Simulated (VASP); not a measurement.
A run of VASP 6.6.1:

INCAR

```
  ALGO = Normal
  EDIFF = 1E-7
  ENCUT = 520
  GGA = PE
  ISIF = 2
  ISMEAR = -1
  LASPH = True
  LCHARG = False
  LREAL = False
  LWAVE = False
  NBANDS = 12
  NELM = 80
  PREC = Accurate
  SIGMA = 0.06122561905347299
```

File KPOINTS:

```
k-points
0
Gamma
  43 43 43
```

Contents of POSCAR:

```
Zr
1.0
   -1.8112338788      1.8112338788      1.8112338788
    1.8112338788     -1.8112338788      1.8112338788
    1.8112338788      1.8112338788     -1.8112338788
Zr
1
Direct
    0.0000000000      0.0000000000      0.0000000000
```

Potentials or basis: VASP PAW PBE potentials, release 64 (Zr_sv).

The run is started by

```sh
$ cat potpaw_PBE.64/Zr_sv/POTCAR > POTCAR
$ mpirun -np 1 vasp_std > vasp.out
```

Hardware: 1 thread of Oxide Virtual Turin-like Processor (shared host).

**Question.** Estimate the wall time of this run.

**Answer.** Wall time 8.3 min on 1 thread of Oxide Virtual Turin-like Processor (shared host), peak memory 0.59 GiB. Counts: scf iterations 12, k points 2024.
